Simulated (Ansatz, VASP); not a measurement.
Given: the input of a run of Ansatz 0.2.0 on CaO.

Contents of input.yaml:

```yaml
crystal:
  lattice:
    - [0.0, 2.3710712315, 2.3710712315]
    - [2.3710712315, 0.0, 2.3710712315]
    - [2.3710712315, 2.3710712315, 0.0]
  atoms:
    - { symbol: Ca, position: [0.0, 0.0, 0.0] }
    - { symbol: O, position: [0.5, 0.5, 0.5] }
hamiltonian:
  xc: pbesol
  pseudopotentials: { kind: paw }
kpoints:
  mp_grid: { grid: [10, 10, 10] }
scf:
  occupations: { method: fermi_dirac, width: 0.05 }
output:
  forces: true
  stress: true
  eigenvalues: true
```

Potentials or basis: Ansatz PAW.

The run is started by

```console
$ ansatz run input.yaml --threads 1 --pin off --max-ram 3584MiB --backend cpu --events-out ev --progress --plain --runs-dir out
```

Set up the same calculation for VASP 6.6.1. Potentials there: VASP PAW PBE potentials, release 64 (Ca_sv, O).

As run (the cutoff follows the program's own potentials):

The input INCAR:

```
  PREC = Accurate
  ENCUT = 520
  EDIFF = 1E-6
  ISMEAR = -1
  SIGMA = 0.05
  LREAL = False
  LASPH = True
  NELM = 100
  ALGO = Normal
  ISIF = 2
  LWAVE = False
  LCHARG = False
  GGA = PS
  NBANDS = 15
```

KPOINTS

```
Automatic mesh
0
Gamma
  10 10 10
```

POSCAR

```
CaO
1.0
    0.0000000000      2.3710712315      2.3710712315
    2.3710712315      0.0000000000      2.3710712315
    2.3710712315      2.3710712315      0.0000000000
Ca O
1 1
Direct
    0.0000000000      0.0000000000      0.0000000000
    0.5000000000      0.5000000000      0.5000000000
```

Potentials or basis: VASP PAW PBE potentials, release 64 (Ca_sv, O).

Run with:

```sh
$ cat potpaw_PBE.64/Ca_sv/POTCAR potpaw_PBE.64/O/POTCAR > POTCAR
$ mpirun -np 1 vasp_std > vasp.out
```

Both were run:

|  | VASP | Ansatz | Ansatz less VASP |
| --- | --- | --- | --- |
| gap on the k mesh at the Fermi level (eV) | 3.51 | 3.54 | +0.024 |
| least direct gap on the mesh (eV) | 3.88 | 3.90 | +0.023 |
| pressure (GPa) | 2.5 | 1.9 | -0.66 |

VASP's potentials were made for PBE, not for PBEsol. The functional is the same, so the differences come from potentials, cutoffs and numerics.
